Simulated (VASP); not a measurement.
# Li15S8 (a cell with a defect) in VASP: relaxation of the atoms with PBE

Aim: the relaxation of the atoms of Li15S8 (a cell with a defect) with PBE.

All numbers are computed with VASP 6.6.1; they aren't measurements. Logs are shortened: lines on timing, memory, paths and dates and some standing lists are left out, and cuts for length are marked.

## 1. The cell of the first run

The cell holds a defect, 23 atoms: a = 8.019 Å, b = 8.019 Å, c = 8.019 Å, α = 60.00°, β = 60.00°, γ = 60.00°.

## 2. Relaxation of the atoms, PBE, collinear spin (atoms taken out)

INCAR

```
PREC = Accurate
ENCUT = 650
EDIFF = 1E-7
ISMEAR = -1
SIGMA = 0.01
LREAL = False
LASPH = True
NELM = 200
ALGO = Normal
ISIF = 2
LWAVE = False
LCHARG = False
ISPIN = 2
MAGMOM = 0 0 0 0 0 0 0 0 0 0 0 0 0 0 0 0 0 0 0.5 0 0.5 0.5 0.5
LORBIT = 11
GGA = PE
IBRION = 2
NSW = 60
EDIFFG = -0.03
GGA_COMPAT = False
NELMIN = 4
KPAR = 4
```

KPOINTS

```
regular mesh
0
Gamma
  3 3 3
```

POSCAR

```
Li15S8
1.0
    0.0000000000      5.6703356858      5.6703356858
    5.6703356858      0.0000000000      5.6703356858
    5.6703356858      5.6703356858      0.0000000000
Li S
15 8
Direct
    0.3750000000      0.3750000000      0.8750000000
    0.3750000000      0.8750000000      0.3750000000
    0.3750000000      0.8750000000      0.8750000000
    0.8750000000      0.3750000000      0.3750000000
    0.8750000000      0.3750000000      0.8750000000
    0.8750000000      0.8750000000      0.3750000000
    0.8750000000      0.8750000000      0.8750000000
    0.1250000000      0.1250000000      0.1250000000
    0.1250000000      0.1250000000      0.6250000000
    0.1250000000      0.6250000000      0.1250000000
    0.1250000000      0.6250000000      0.6250000000
    0.6250000000      0.1250000000      0.1250000000
    0.6250000000      0.1250000000      0.6250000000
    0.6250000000      0.6250000000      0.1250000000
    0.6250000000      0.6250000000      0.6250000000
    0.0000000000      0.0000000000      0.0000000000
    0.0000000000      0.0000000000      0.5000000000
    0.0000000000      0.5000000000      0.0000000000
    0.0000000000      0.5000000000      0.5000000000
    0.5000000000      0.0000000000      0.0000000000
    0.5000000000      0.0000000000      0.5000000000
    0.5000000000      0.5000000000      0.0000000000
    0.5000000000      0.5000000000      0.5000000000
```

Potentials or basis: VASP PAW PBE potentials, release 64 (Li_sv, S).

On the command line:

```console
> cat potpaw_PBE.64/Li_sv/POTCAR potpaw_PBE.64/S/POTCAR > POTCAR
> mpirun -np 4 vasp_std > vasp.out
```

OUTCAR:

```text
PREC = Accurate
   ENCUT = 650
   EDIFF = 1E-7
   ISMEAR = -1
   LREAL = False
   LASPH = True
   NELM = 200
   ISIF = 2
   ISPIN = 2
   LORBIT = 11
   GGA = PE
   IBRION = 2
   NSW = 60
   EDIFFG = -0.03
   NELMIN = 4

 ion  position               nearest neighbor table
   1  0.375  0.375  0.875-  22 2.46  23 2.46  18 2.46  20 2.46
   2  0.375  0.875  0.375-  20 2.46  21 2.46  17 2.46  23 2.46
   3  0.375  0.875  0.875-  20 2.46  21 2.46  16 2.46  22 2.46
   4  0.875  0.375  0.375-  18 2.46  19 2.46  17 2.46  23 2.46
   5  0.875  0.375  0.875-  18 2.46  19 2.46  16 2.46  22 2.46
   6  0.875  0.875  0.375-  16 2.46  17 2.46  19 2.46  21 2.46
   7  0.875  0.875  0.875-  16 2.46  17 2.46  18 2.46  20 2.46
   8  0.125  0.125  0.125-  16 2.46  17 2.46  18 2.46  20 2.46
   9  0.125  0.125  0.625-  16 2.46  17 2.46  19 2.46  21 2.46
  10  0.125  0.625  0.125-  18 2.46  19 2.46  16 2.46  22 2.46
  11  0.125  0.625  0.625-  18 2.46  19 2.46  17 2.46  23 2.46
  12  0.625  0.125  0.125-  20 2.46  21 2.46  16 2.46  22 2.46
  13  0.625  0.125  0.625-  20 2.46  21 2.46  17 2.46  23 2.46
  14  0.625  0.625  0.125-  22 2.46  23 2.46  18 2.46  20 2.46
  15  0.625  0.625  0.625-  22 2.46  23 2.46  19 2.46  21 2.46
  16  0.000  0.000  0.000-   6 2.46   7 2.46   8 2.46   9 2.46   3 2.46   5 2.46  10 2.46  12 2.46
[... 8 lines left out ...]
  21  0.500  0.000  0.500-   2 2.46   3 2.46  12 2.46  13 2.46   6 2.46   9 2.46  15 2.46
  22  0.500  0.500  0.000-   1 2.46  14 2.46  15 2.46  10 2.46  12 2.46   3 2.46   5 2.46
  23  0.500  0.500  0.500-   1 2.46  14 2.46  15 2.46  11 2.46  13 2.46   2 2.46   4 2.46

  LATTYP: Found a face centered cubic cell.
 ALAT       =    11.3406713716

  Lattice vectors:

 A1 = (   0.0000000000,   5.6703356858,   5.6703356858)
 A2 = (   5.6703356858,   0.0000000000,   5.6703356858)
 A3 = (   5.6703356858,   5.6703356858,   0.0000000000)

Analysis of symmetry for initial positions (statically):
=====================================================================
 Subroutine PRICEL returns:
 Original cell was already a primitive cell.

 Routine SETGRP: Setting up the symmetry group for a
 face centered cubic supercell.

 Subroutine GETGRP returns: Found 24 space group operations
 (whereof  6 operations were pure point group operations)
 out of a pool of 48 trial point group operations.

The static configuration has the point symmetry C_3v.
 The point group associated with its full space group is T_d .

Analysis of symmetry for dynamics (positions and initial velocities):
=====================================================================
 Subroutine PRICEL returns:
 Original cell was already a primitive cell.

 Routine SETGRP: Setting up the symmetry group for a
 face centered cubic supercell.

 Subroutine GETGRP returns: Found 24 space group operations
 (whereof  6 operations were pure point group operations)
 out of a pool of 48 trial point group operations.

The dynamic configuration has the point symmetry C_3v.
 The point group associated with its full space group is T_d .

Analysis of structural, dynamic, and magnetic symmetry:
=====================================================================
 Subroutine PRICEL returns:
 Original cell was already a primitive cell.

 Routine SETGRP: Setting up the symmetry group for a
 face centered cubic supercell.

 Subroutine GETGRP returns: Found 24 space group operations
 (whereof  6 operations were pure point group operations)
 out of a pool of 48 trial point group operations.

The overall configuration has the point symmetry C_3v.
 The point group associated with its full space group is T_d .

 Subroutine INISYM returns: Found 24 space group operations
 (whereof  6 operations are pure point group operations),
 and found     1 'primitive' translations

----------------------------------------------------------------------------------------

                                     Primitive cell

  volume of cell :     364.6333

  direct lattice vectors                    reciprocal lattice vectors
     0.000000000  5.670335686  5.670335686    -0.088178201  0.088178201  0.088178201
     5.670335686  0.000000000  5.670335686     0.088178201 -0.088178201  0.088178201
     5.670335686  5.670335686  0.000000000     0.088178201  0.088178201 -0.088178201

  length of vectors
     8.019065630  8.019065630  8.019065630     0.152729124  0.152729124  0.152729124

  position of ions in fractional coordinates (direct lattice)
     0.375000000  0.375000000  0.875000000
     0.375000000  0.875000000  0.375000000
     0.375000000  0.875000000  0.875000000
     0.875000000  0.375000000  0.375000000
     0.875000000  0.375000000  0.875000000
     0.875000000  0.875000000  0.375000000
[... 15 lines left out ...]
     0.500000000  0.500000000  0.000000000
     0.500000000  0.500000000  0.500000000

[... 47 lines left out ...]
 Subroutine IBZKPT returns following result:
 ===========================================

 Found      4 irreducible k-points:

 Following reciprocal coordinates:
            Coordinates               Weight
  0.000000  0.000000  0.000000      1.000000
  0.333333  0.000000  0.000000      8.000000
  0.333333  0.333333  0.000000      6.000000
 -0.333333  0.333333  0.000000     12.000000
   k-points           NKPTS =      4   k-points in BZ     NKDIM =      4   number of bands    NBANDS=     59
   number of dos      NEDOS =    301   number of ions     NIONS =     23
   total plane-waves  NPLWV = 343000
   dimension x,y,z NGX =    70 NGY =   70 NGZ =   70
   dimension x,y,z NGXF=   140 NGYF=  140 NGZF=  140
   ions per type =              15   8
   NGX,Y,Z   is equivalent  to a cutoff of  14.51, 14.51, 14.51 a.u.
   NGXF,Y,Z  is equivalent  to a cutoff of  29.02, 29.02, 29.02 a.u.
 SYSTEM =  unknown system
   PREC   = accura    normal or accurate (medium, high low for compatibility)
   ISTART =      0    job   : 0-new  1-cont  2-samecut
   ICHARG =      2    charge: 1-file 2-atom 10-const
   ISPIN  =      2    spin polarized calculation?
   LNONCOLLINEAR =      F non collinear calculations
   LSORBIT =      F    spin-orbit coupling
   LASPH  =      T    aspherical Exc in radial PAW
   ENCUT  =  650.0 eV  47.77 Ry    6.91 a.u.  16.67 16.67 16.67*2*pi/ulx,y,z
   NELM   =    200;   NELMIN=  4; NELMDL= -5     # of ELM steps
   EDIFF  = 0.1E-06   stopping-criterion for ELM
   LREAL  =      F    real-space projection
   EDIFFG = -.3E-01   stopping-criterion for IOM
   NSW    =     60    number of steps for IOM
   IBRION =      2    ionic relax: 0-MD 1-quasi-New 2-CG
   NFREE  =      1    steps in history (QN), initial steepest desc. (CG)
   ISIF   =      2    stress and relaxation
   ISYM   =      2    0-nonsym 1-usesym 2-fastsym
   POTIM  = 0.5000    time-step for ionic-motion
   TEBEG  =    0.0;   TEEND  =   0.0 temperature during run
   PSTRESS=    0.0 pullay stress
   NELECT =      93.0000    total number of electrons
   NUPDOWN=      -1.0000    fix difference up-down
   EMIN   =  10.00;   EMAX   =-10.00  energy-range for DOS
   EFERMI =   0.00;   METHOD = LEGACY
   ISMEAR =    -1;   SIGMA  =   0.01  broadening in eV -4-tet -1-fermi 0-gaus
   EFERMI_NEDOS =   21; number of points for ismear=-14 and -15
   IALGO  =     38    algorithm
   IMIX   =      4    mixing-type and parameters
     AMIX     =   0.40;   BMIX     =  1.00
     AMIX_MAG =   1.60;   BMIX_MAG =  1.00
  volume/ion in A,a.u.               =      15.85       106.99
  Fermi-wavevector in a.u.,A,eV,Ry     =   1.038206  1.961926 14.665347  1.077873
  Thomas-Fermi vector in A             =   2.172680
   LORBIT       =     11    0 simple, 1 ext, 2 COOP (PROOUT), +10 PAW based schemes
   GGA     = PE    functional components
   LHFCALC =     F    Hartree Fock is set to
   AEXX    =    0.0000 exact exchange contribution
   IVDW    =     0    specifies the selected vdW correction
   LEPSILON=     F    determine dielectric tensor
   LRPA    =     F    only Hartree local field effects (RPA)
 conjugate gradient relaxation of ions
 spin polarized calculation
  energy-cutoff  :      650.00
  volume of cell :      364.63
 maximum number of plane-waves:     13736
 NGX is ok and might be reduce to    70
   NGX = 33   NGY = 33   NGZ = 33

--------------------------------------- Ionic step        1  -------------------------------------------

 number of electron      92.9999962 magnetization       0.7820726

 Free energy of the ion-electron system (eV)
  ---------------------------------------------------
  ext. energy  EPLUGINS =         0.00000000
  ---------------------------------------------------
  free energy    TOTEN  =       -90.56966520 eV

  energy without entropy =      -90.56647438  energy(sigma->0) =      -90.56806979

------------------------ aborting loop because EDIFF is reached ----------------------------------------

  FORCE on cell =-STRESS in cart. coord.  units (eV):
  Direction    XX          YY          ZZ          XY          YZ          ZX
  --------------------------------------------------------------------------------------
  -------------------------------------------------------------------------------------
  Total        0.6460010      0.6460010      0.6460010     -0.0000000      0.0000000      0.0000000
  in kB        2.8384906      2.8384906      2.8384906     -0.0000000      0.0000000      0.0000000
  external PRESSURE =       2.8384906 kB  Pullay stress =       0.0000000 kB
[... 329 lines left out ...]
--------------------------------------- Ionic step        7  -------------------------------------------

 number of electron      92.9999991 magnetization       0.7700788

 Free energy of the ion-electron system (eV)
  ---------------------------------------------------
  ext. energy  EPLUGINS =         0.00000000
  ---------------------------------------------------
  free energy    TOTEN  =       -90.68295482 eV

  energy without entropy =      -90.67960869  energy(sigma->0) =      -90.68128176

 E-fermi :   1.2314     XC(G=0):  -8.4411

 val. band max:        1.2278010938   @ k =  -0.3333   0.3333   0.0000
 cond. band min:       1.2921731866   @ k =   0.3333   0.0000   0.0000
 fundamental gap:      0.0643720928
 Fermi energy:         1.2313970800

 spin component 1

 k-point     1 :       0.0000    0.0000    0.0000
  band No.  band energies     occupation
      1     -42.8457      1.00000
      2     -42.8407      1.00000
      3     -42.8407      1.00000
      4     -42.8400      1.00000
      5     -42.8400      1.00000
      6     -42.8400      1.00000
[... 233 lines left out ...]
     57       8.3083      0.00000
     58       8.3141      0.00000
 Fermi energy:         1.2313970800

 spin component 2

 k-point     1 :       0.0000    0.0000    0.0000
  band No.  band energies     occupation
      1     -42.8462      1.00000
      2     -42.8412      1.00000
      3     -42.8412      1.00000
      4     -42.8405      1.00000
      5     -42.8405      1.00000
      6     -42.8405      1.00000
[... 233 lines left out ...]
     57       8.3296      0.00000
     58       8.3298      0.00000
 [bands above 58 left out]

------------------------ aborting loop because EDIFF is reached ----------------------------------------

  FORCE on cell =-STRESS in cart. coord.  units (eV):
  Direction    XX          YY          ZZ          XY          YZ          ZX
  --------------------------------------------------------------------------------------
  -------------------------------------------------------------------------------------
  Total        1.0259111      1.0259111      1.0259111     -0.0000000     -0.0000000      0.0000000
  in kB        4.5077934      4.5077934      4.5077934     -0.0000000     -0.0000000      0.0000000
  external PRESSURE =       4.5077934 kB  Pullay stress =       0.0000000 kB
[... 38 lines left out ...]
  FREE ENERGIE OF THE ION-ELECTRON SYSTEM (eV)
  ---------------------------------------------------
  free  energy   TOTEN  =       -90.6829548205 eV

  energy  without entropy=      -90.6796086950  energy(sigma->0) =      -90.68128176

 reached required accuracy - stopping structural energy minimisation

 total charge

# of ion       s       p       d       tot
------------------------------------------
    1        2.023   0.060   0.000   2.083
    2        2.023   0.060   0.000   2.083
    3        2.023   0.060   0.000   2.083
    4        2.023   0.060   0.000   2.083
    5        2.023   0.060   0.000   2.083
    6        2.023   0.060   0.000   2.083
[... 15 lines left out ...]
   22        1.312   2.467   0.000   3.779
   23        1.312   2.467   0.000   3.779
--------------------------------------------------
tot         40.807  20.645   0.000  61.453

 magnetization (x)

# of ion       s       p       d       tot
------------------------------------------
    1       -0.000  -0.000   0.000  -0.000
    2       -0.000  -0.000   0.000  -0.000
    3       -0.000  -0.000   0.000  -0.000
    4       -0.000  -0.000   0.000  -0.000
    5       -0.000  -0.000   0.000  -0.000
    6       -0.000  -0.000   0.000  -0.000
[... 15 lines left out ...]
   22        0.002   0.087   0.000   0.089
   23        0.002   0.087   0.000   0.089
--------------------------------------------------
tot          0.010   0.461   0.000   0.471
```

Wall time 10 min (4 MPI ranks of Intel Xeon 6975P-C (Granite Rapids), shared host); peak memory 1.1 GiB.

What came out:

```
Free energy                                           : -90.6830 eV
Energy gained by relaxing                             : 4.9 meV/atom
Ionic steps                                           : 7
Pressure after relaxing                               : 0.5 GPa
Largest force after relaxing                          : 0.025 eV/Å
Net moment                                            : 0.77 μB per cell
Site moments                                          : Li -0.00, +0.00 (each value once); S +0.03, +0.09 (each value once) μB
Valence electrons inside the program's atomic spheres : Li 2.08, 2.10 (each value once); S 3.78
```

Forces in eV/Å, atoms in the order of the input:
```
Li   0.000  0.000 -0.007
Li   0.000 -0.007  0.000
Li   0.007  0.000  0.000
Li  -0.007  0.000  0.000
Li   0.000  0.007  0.000
Li   0.000  0.000  0.007
Li   0.000  0.000  0.000
Li   0.000  0.000  0.000
Li   0.000  0.000  0.010
Li   0.000  0.010  0.000
Li  -0.010  0.000  0.000
Li   0.010  0.000  0.000
Li   0.000 -0.010  0.000
Li   0.000  0.000 -0.010
Li   0.000  0.000  0.000
S   -0.006 -0.006 -0.006
S    0.006  0.006 -0.006
S    0.006 -0.006  0.006
S    0.015 -0.015 -0.015
S   -0.006  0.006  0.006
S   -0.015  0.015 -0.015
S   -0.015 -0.015  0.015
S    0.015  0.015  0.015
```

Step by step:
| step | energy change (eV) | largest force (eV/Å) | pressure (GPa) |
| --- | --- | --- | --- |
| 1 | 0.0000 | 0.2755 | 0.28 |
| 2 | -0.0299 | 0.2173 | 0.31 |
| 3 | -0.0869 | 0.1414 | 0.42 |
| 4 | -0.0486 | 0.4627 | 0.69 |
| 5 | -0.0972 | 0.1229 | 0.50 |
| 6 | -0.1067 | 0.0700 | 0.48 |
| 7 | -0.1133 | 0.0254 | 0.45 |

Final structure:
```cif
data_structure
_symmetry_space_group_name_H-M 'P 1'
_symmetry_Int_Tables_number 1
_cell_length_a 8.0191
_cell_length_b 8.0191
_cell_length_c 8.0191
_cell_angle_alpha 60.000
_cell_angle_beta 60.000
_cell_angle_gamma 60.000
_cell_volume 364.63
loop_
_atom_site_label
_atom_site_type_symbol
_atom_site_fract_x
_atom_site_fract_y
_atom_site_fract_z
_atom_site_occupancy
Li1 Li 0.37614 0.37614 0.87386 1
Li2 Li 0.37614 0.87386 0.37614 1
Li3 Li 0.37614 0.87386 0.87386 1
Li4 Li 0.87386 0.37614 0.37614 1
Li5 Li 0.87386 0.37614 0.87386 1
Li6 Li 0.87386 0.87386 0.37614 1
Li7 Li 0.87500 0.87500 0.87500 1
Li8 Li 0.12500 0.12500 0.12500 1
Li9 Li 0.13434 0.13434 0.61566 1
Li10 Li 0.13434 0.61566 0.13434 1
Li11 Li 0.13434 0.61566 0.61566 1
Li12 Li 0.61566 0.13434 0.13434 1
Li13 Li 0.61566 0.13434 0.61566 1
Li14 Li 0.61566 0.61566 0.13434 1
Li15 Li 0.62500 0.62500 0.62500 1
S1 S 0.00011 0.00011 0.00011 1
S2 S 0.00011 0.00011 0.49966 1
S3 S 0.00011 0.49966 0.00011 1
S4 S 0.99122 0.50293 0.50293 1
S5 S 0.49966 0.00011 0.00011 1
S6 S 0.50293 0.99122 0.50293 1
S7 S 0.50293 0.50293 0.99122 1
S8 S 0.50293 0.50293 0.50293 1
```

Caveat: the cell differs from its parent crystal (atoms taken out).
